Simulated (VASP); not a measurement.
InP: single point with LDA

The system is InP.

```
In P
1.0
     0.00000    3.31827    2.76615
     2.76615    0.00000    2.76615
     2.76615    3.31827    0.00000
In P
1 1
Direct
  0.00000 0.00000 0.00000
  0.75000 0.75000 0.75000
```

This cell differs from its parent crystal: volume 25.390 Å^3 an atom, c/a of the conventional cell 1.1996.

```
Program             : VASP 6.6.1
Task                : single point
Functional          : LDA
Potentials or basis : VASP PAW LDA potentials, release 64 (In_d, P)
Cutoff              : 520 eV
k mesh              : 12 × 12 × 12
Occupations         : gaussian, width 0.05 eV
Spin                : no spin polarisation
```

* Pressure: -2.3 GPa
* Band gap on the k mesh: zero (filled and empty bands touch)

Stress tensor (GPa, compression positive):
```
 1.31  0.00  0.00
 0.00 -9.58  0.00
 0.00  0.00  1.31
```

Levels at points of the mesh, in eV from the Fermi level:
```tsv
k point	band 6	band 7	band 8	band 9	band 10	band 11	band 12	band 13
(0.00, 0.00, 0.00)	-11.79	-1.14	-0.15	-0.02	-0.02	3.67	3.67	3.98
(0.50, 0.00, 0.00)	-10.07	-6.10	-1.96	-0.64	0.44	4.34	5.03	6.64
(0.50, 0.50, 0.00)	-9.22	-5.73	-2.94	-2.90	0.96	1.26	7.54	8.09
(0.50, 0.00, 0.50)	-9.86	-6.88	-1.91	-1.91	2.04	2.85	7.32	8.95
```

Wall time 2.9 min on 1 thread of AMD EPYC 7R13, with other jobs on the host, peak memory 0.22 GiB.

Caveat: spin-orbit coupling is left out, which moves the levels of the heavy elements.
